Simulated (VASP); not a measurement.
# AgCl (Cmcm) in VASP: single point with r2SCAN+rVV10

Aim: the single point of AgCl with r2SCAN+rVV10.

All numbers are computed with VASP 6.6.1; they aren't measurements. Logs are shortened: lines on timing, memory, paths and dates and some standing lists are left out, and cuts for length are marked.

### Step 1. The cell of the first run

Symmetry: Cmcm, No. 63, orthorhombic system. Conventional cell: a = 3.693 Å, b = 10.870 Å, c = 3.949 Å, α = 90.00°, β = 90.00°, γ = 90.00°. Within 3.7 Å of Ag (site symmetry m2m) lie 7 Cl at 2.73 to 3.17 Å and 4 Ag at 2.98 to 3.69 Å. Cl (site symmetry m2m) has 7 Ag at 2.73 to 3.17 Å and 8 Cl at 3.53 to 3.69 Å within 3.7 Å.

### Step 2. Single point, r2SCAN+rVV10

POSCAR reads:

```
AgCl
1.0
    1.8463200290     -5.4348410435      0.0000000000
    1.8463200290      5.4348410435      0.0000000000
    0.0000000000      0.0000000000      3.9493208229
Ag Cl
2 2
Direct
    0.3974778947      0.6025221053      0.7500000000
    0.6025221053      0.3974778947      0.2500000000
    0.8652932851      0.1347067149      0.2500000000
    0.1347067149      0.8652932851      0.7500000000
```

INCAR.step1 reads:

```
ALGO = Normal ; EDIFF = 1E-4
ENCUT = 520 ; GGA = PE
ISMEAR = -1 ; LASPH = T
LCHARG = F ; LREAL = F
LWAVE = T ; NBANDS = 26
NELM = 100 ; PREC = Accurate
SIGMA = 0.03
```

INCAR.step2 reads:

```
ALGO = Normal ; BPARAM = 11.95
CPARAM = 0.0093 ; EDIFF = 1E-6
ENCUT = 520 ; ISIF = 2
ISMEAR = -1 ; ISTART = 1
IVDW_NL = 2 ; LASPH = T
LCHARG = F ; LMIXTAU = T
LREAL = F ; LUSE_VDW = T
LWAVE = F ; METAGGA = R2SCAN
NBANDS = 26 ; NELM = 100
PREC = Accurate ; SIGMA = 0.03
```

KPOINTS reads:

```
k-points
0
Gamma
  6 6 6
```

Potentials or basis: VASP PAW PBE potentials, release 64 (Ag, Cl).

Launch:

```console
cat potpaw_PBE.64/Ag/POTCAR potpaw_PBE.64/Cl/POTCAR > POTCAR
cp INCAR.step1 INCAR
mpirun -np 1 vasp_std > vasp.out
cp INCAR.step2 INCAR
mpirun -np 1 vasp_std > vasp.out
```

OUTCAR:

```text
BPARAM = 11.95
   EDIFF = 1E-6
   ENCUT = 520
   ISIF = 2
   ISMEAR = -1
   ISTART = 1
   IVDW_NL = 2
   LASPH = T
   LREAL = F
   METAGGA = R2SCAN
   NELM = 100
   PREC = Accurate

 ion  position               nearest neighbor table
   1  0.397  0.603  0.750-   3 2.73   3 2.73   3 2.73   3 2.73   4 2.86   2 2.98   2 2.98
   2  0.603  0.397  0.250-   4 2.73   4 2.73   4 2.73   4 2.73   3 2.86   1 2.98   1 2.98
   3  0.865  0.135  0.250-   1 2.73   1 2.73   1 2.73   1 2.73   2 2.86
   4  0.135  0.865  0.750-   2 2.73   2 2.73   2 2.73   2 2.73   1 2.86

  LATTYP: Found a base centered orthorhombic cell.
 ALAT       =     3.6926400580
 B/A-ratio  =     2.9436072610
 C/A-ratio  =     1.0695114500

  Lattice vectors:

 A1 = (   1.8463200290,  -5.4348410435,   0.0000000000)
 A2 = (   1.8463200290,   5.4348410435,   0.0000000000)
 A3 = (   0.0000000000,   0.0000000000,   3.9493208229)

Analysis of symmetry for initial positions (statically):
=====================================================================
 Subroutine PRICEL returns:
 Original cell was already a primitive cell.

 Routine SETGRP: Setting up the symmetry group for a
 base centered orthorhombic supercell.

 Subroutine GETGRP returns: Found  8 space group operations
 (whereof  4 operations were pure point group operations)
 out of a pool of  8 trial point group operations.

The static configuration has the point symmetry C_2h.
 The point group associated with its full space group is D_2h.

Analysis of symmetry for dynamics (positions and initial velocities):
=====================================================================
 Subroutine PRICEL returns:
 Original cell was already a primitive cell.

 Routine SETGRP: Setting up the symmetry group for a
 base centered orthorhombic supercell.

 Subroutine GETGRP returns: Found  8 space group operations
 (whereof  4 operations were pure point group operations)
 out of a pool of  8 trial point group operations.

The dynamic configuration has the point symmetry C_2h.
 The point group associated with its full space group is D_2h.

 Subroutine INISYM returns: Found  8 space group operations
 (whereof  4 operations are pure point group operations),
 and found     1 'primitive' translations

----------------------------------------------------------------------------------------

                                     Primitive cell

  volume of cell :      79.2586

  direct lattice vectors                    reciprocal lattice vectors
     1.846320029 -5.434841043  0.000000000     0.270808956 -0.091999011  0.000000000
     1.846320029  5.434841043  0.000000000     0.270808956  0.091999011  0.000000000
     0.000000000  0.000000000  3.949320823     0.000000000  0.000000000  0.253208094

  length of vectors
     5.739895018  5.739895018  3.949320823     0.286009281  0.286009281  0.253208094

  position of ions in fractional coordinates (direct lattice)
     0.397477895  0.602522105  0.750000000
     0.602522105  0.397477895  0.250000000
     0.865293285  0.134706715  0.250000000
     0.134706715  0.865293285  0.750000000

  ion indices of the primitive-cell ions
   primitive index   ion index
                 1           1
                 2           2
                 3           3
                 4           4

----------------------------------------------------------------------------------------

 KPOINTS: k-points

Automatic generation of k-mesh.
 Grid dimensions read from file:
 generate k-points for:    6    6    6

 Generating k-lattice:

  Cartesian coordinates                     Fractional coordinates (reciprocal lattice)
     0.045134826 -0.015333168  0.000000000     0.166666667 -0.000000000  0.000000000
     0.045134826  0.015333168  0.000000000    -0.000000000  0.166666667  0.000000000
     0.000000000  0.000000000  0.042201349     0.000000000  0.000000000  0.166666667

  Length of vectors
     0.047668213  0.047668213  0.042201349

  Shift w.r.t. Gamma in fractional coordinates (k-lattice)
     0.000000000  0.000000000  0.000000000

 Subroutine IBZKPT returns following result:
 ===========================================

 Found     52 irreducible k-points:

 Following reciprocal coordinates:
            Coordinates               Weight
  0.000000  0.000000  0.000000      1.000000
  0.166667  0.000000  0.000000      4.000000
  0.333333  0.000000  0.000000      4.000000
  0.500000  0.000000  0.000000      2.000000
  0.166667  0.166667  0.000000      2.000000
  0.333333  0.166667  0.000000      4.000000
[... 16 lines left out ...]
  0.333333  0.333333  0.166667      4.000000
  0.500000  0.333333  0.166667      8.000000
 [... further k-points ...]
   k-points           NKPTS =     52   k-points in BZ     NKDIM =     52   number of bands    NBANDS=     26
   number of dos      NEDOS =    301   number of ions     NIONS =      4
   total plane-waves  NPLWV =  69120
   dimension x,y,z NGX =    48 NGY =   48 NGZ =   30
   dimension x,y,z NGXF=    96 NGYF=   96 NGZF=   60
   ions per type =               2   2
   NGX,Y,Z   is equivalent  to a cutoff of  13.90, 13.90, 12.63 a.u.
   NGXF,Y,Z  is equivalent  to a cutoff of  27.80, 27.80, 25.26 a.u.
 SYSTEM =  unknown system
   PREC   = accura    normal or accurate (medium, high low for compatibility)
   ISTART =      1    job   : 0-new  1-cont  2-samecut
   ICHARG =      0    charge: 1-file 2-atom 10-const
   ISPIN  =      1    spin polarized calculation?
   LNONCOLLINEAR =      F non collinear calculations
   LSORBIT =      F    spin-orbit coupling
   LASPH  =      T    aspherical Exc in radial PAW
   ENCUT  =  520.0 eV  38.22 Ry    6.18 a.u.  10.67 10.67  7.34*2*pi/ulx,y,z
   NELM   =    100;   NELMIN=  2; NELMDL=  0     # of ELM steps
   EDIFF  = 0.1E-05   stopping-criterion for ELM
   LREAL  =      F    real-space projection
   EDIFFG = 0.1E-04   stopping-criterion for IOM
   NSW    =      0    number of steps for IOM
   IBRION =     -1    ionic relax: 0-MD 1-quasi-New 2-CG
   NFREE  =      0    steps in history (QN), initial steepest desc. (CG)
   ISIF   =      2    stress and relaxation
   ISYM   =      2    0-nonsym 1-usesym 2-fastsym
   POTIM  = 0.5000    time-step for ionic-motion
   TEBEG  =    0.0;   TEEND  =   0.0 temperature during run
   PSTRESS=    0.0 pullay stress
   NELECT =      36.0000    total number of electrons
   NUPDOWN=      -1.0000    fix difference up-down
   EMIN   =  10.00;   EMAX   =-10.00  energy-range for DOS
   EFERMI =   0.00;   METHOD = LEGACY
   ISMEAR =    -1;   SIGMA  =   0.03  broadening in eV -4-tet -1-fermi 0-gaus
   EFERMI_NEDOS =   21; number of points for ismear=-14 and -15
   IALGO  =     38    algorithm
   IMIX   =      4    mixing-type and parameters
     AMIX     =   0.40;   BMIX     =  1.00
     AMIX_MAG =   1.60;   BMIX_MAG =  1.00
  volume/ion in A,a.u.               =      19.81       133.72
  Fermi-wavevector in a.u.,A,eV,Ry     =   1.258424  2.378076 21.546600  1.583630
  Thomas-Fermi vector in A             =   2.392034
   LORBIT       =      0    0 simple, 1 ext, 2 COOP (PROOUT), +10 PAW based schemes
   METAGGA = R2SCAN    functional components
   LHFCALC =     F    Hartree Fock is set to
   AEXX    =    0.0000 exact exchange contribution
   IVDW_NL    =     2    kernel type
   BPARAM     =11.9500
   IVDW    =     0    specifies the selected vdW correction
   LEPSILON=     F    determine dielectric tensor
   LRPA    =     F    only Hartree local field effects (RPA)
 non-spin polarized calculation
  energy-cutoff  :      520.00
  volume of cell :       79.26
 maximum number of plane-waves:      2156
 NGX is ok and might be reduce to    48
   NGX = 21   NGY = 21   NGZ = 15

 number of electron      36.0000003 magnetization

 Free energy of the ion-electron system (eV)
  ---------------------------------------------------
  ext. energy  EPLUGINS =         0.00000000
  ---------------------------------------------------
  free energy    TOTEN  =       -56.11156943 eV

  energy without entropy =      -56.11156942  energy(sigma->0) =      -56.11156943

 E-fermi :   4.8130     XC(G=0): -11.0072

 val. band max:        4.3062646168   @ k =   0.3333   0.1667   0.0000
 cond. band min:       5.2665960528   @ k =   0.0000   0.0000   0.0000
 fundamental gap:      0.9603314359
 Fermi energy:         4.8130463177

 k-point     1 :       0.0000    0.0000    0.0000
  band No.  band energies     occupation
      1     -11.6676      2.00000
      2     -10.9878      2.00000
      3      -0.5363      2.00000
      4       0.5898      2.00000
      5       0.8795      2.00000
      6       1.1008      2.00000
[... 18 lines left out ...]
     25      15.2023      0.00000
     26      16.0513      0.00000

 k-point     2 :       0.1667    0.0000    0.0000
  band No.  band energies     occupation
      1     -11.5637      2.00000
      2     -10.9581      2.00000
      3      -0.5288      2.00000
      4       0.0630      2.00000
      5       0.1380      2.00000
      6       0.4205      2.00000
[... 18 lines left out ...]
     25      15.1115      0.00000
     26      15.9587      0.00000

 k-point     3 :       0.3333    0.0000    0.0000
  band No.  band energies     occupation
      1     -11.3269      2.00000
      2     -10.9141      2.00000
      3      -0.9061      2.00000
      4      -0.7247      2.00000
      5      -0.3838      2.00000
      6      -0.3667      2.00000
[... 18 lines left out ...]
     25      14.4642      0.00000
     26      16.0471      0.00000

 k-point     4 :       0.5000    0.0000    0.0000
  band No.  band energies     occupation
      1     -11.1782      2.00000
      2     -10.9149      2.00000
      3      -1.3516      2.00000
      4      -1.0744      2.00000
      5      -0.5412      2.00000
      6      -0.3649      2.00000
[... 18 lines left out ...]
     25      13.8903      0.00000
     26      15.9656      0.00000
[... 496 lines left out ...]
      1     -11.5429      2.00000
      2     -11.0242      2.00000
      3      -0.5351      2.00000
      4       0.1543      2.00000
      5       0.4911      2.00000
      6       0.5331      2.00000
[... 18 lines left out ...]
     25      14.6444      0.00000
     26      15.8110      0.00000

 k-point    23 :       0.3333    0.3333    0.1667
  band No.  band energies     occupation
      1     -11.1370      2.00000
      2     -11.0655      2.00000
      3      -1.0069      2.00000
      4      -0.7256      2.00000
      5      -0.1272      2.00000
      6       0.0257      2.00000
[... 18 lines left out ...]
     25      14.2961      0.00000
     26      15.8709      0.00000

 k-point    24 :       0.5000    0.3333    0.1667
  band No.  band energies     occupation
      1     -11.2946      2.00000
      2     -11.1510      2.00000
      3      -0.5587      2.00000
      4      -0.2816      2.00000
      5      -0.0453      2.00000
      6       0.3121      2.00000
[... 18 lines left out ...]
     25      14.1486      0.00000
     26      15.8893      0.00000

 [... further k-points ...]

------------------------ aborting loop because EDIFF is reached ----------------------------------------

  FORCE on cell =-STRESS in cart. coord.  units (eV):
  Direction    XX          YY          ZZ          XY          YZ          ZX
  --------------------------------------------------------------------------------------
  -------------------------------------------------------------------------------------
  Total        0.0401394      0.0393891      0.0465227      0.0000000      0.0000000      0.0000000
  in kB        0.8114014      0.7962336      0.9404354      0.0000000      0.0000000      0.0000000
  external PRESSURE =       0.8493568 kB  Pullay stress =       0.0000000 kB

 VOLUME and BASIS-vectors are now :
 -----------------------------------------------------------------------------
  energy-cutoff  :      520.00
  volume of cell :       79.26
      direct lattice vectors                 reciprocal lattice vectors
     1.846320029 -5.434841043  0.000000000     0.270808956 -0.091999011  0.000000000
     1.846320029  5.434841043  0.000000000     0.270808956  0.091999011  0.000000000
     0.000000000  0.000000000  3.949320823     0.000000000  0.000000000  0.253208094

 POSITION                                       TOTAL-FORCE (eV/Angst)
 -----------------------------------------------------------------------------------
      1.84632      1.11438      2.96199         0.000000     -0.001816      0.000000
      1.84632     -1.11438      0.98733         0.000000      0.001816      0.000000
      1.84632     -3.97062      0.98733         0.000000      0.001748     -0.000000
      1.84632      3.97062      2.96199         0.000000     -0.001748     -0.000000
 -----------------------------------------------------------------------------------
    total drift:                                0.000000     -0.000000      0.000000

  FREE ENERGIE OF THE ION-ELECTRON SYSTEM (eV)
  ---------------------------------------------------
  free  energy   TOTEN  =       -56.1115694274 eV

  energy  without entropy=      -56.1115694248  energy(sigma->0) =      -56.11156943
```

Run time: 8.3 min. Hardware: 1 thread of Intel Xeon Platinum 8259CL at 2.50GHz (Skylake/Cascade Lake), shared host; peak memory 0.58 GiB.

Results:

```yaml
Free_energy: -56.1116 eV
Pressure: 0.1 GPa
Band_gap_on_the_k_mesh: 0.96 eV (least direct gap 2.44 eV)
```

Levels at points of the mesh, in eV from the valence-band top:
| k point | band 15 | band 16 | band 17 | band 18 | band 19 | band 20 | band 21 | band 22 |
| --- | --- | --- | --- | --- | --- | --- | --- | --- |
| (0.00, 0.00, 0.00) | -2.20 | -1.94 | -1.68 | -1.48 | 0.96 | 3.62 | 8.56 | 8.72 |
| (0.50, 0.00, 0.00) | -1.33 | -1.04 | -0.07 | -0.01 | 3.57 | 5.72 | 6.21 | 7.53 |
| (0.50, 0.50, 0.00) | -1.95 | -1.71 | -1.64 | -1.46 | 2.60 | 4.35 | 7.07 | 8.71 |
| (0.00, 0.00, 0.50) | -1.32 | -1.32 | -0.15 | -0.15 | 4.93 | 4.93 | 7.36 | 7.36 |
| (0.50, 0.00, 0.50) | -2.07 | -2.07 | -1.50 | -1.50 | 3.36 | 3.36 | 7.98 | 7.98 |
| (0.50, 0.50, 0.50) | -0.75 | -0.75 | -0.20 | -0.20 | 4.19 | 4.19 | 7.54 | 7.54 |

Caveat: the PAW data sets were made with another functional, which shifts forces and pressure a little.
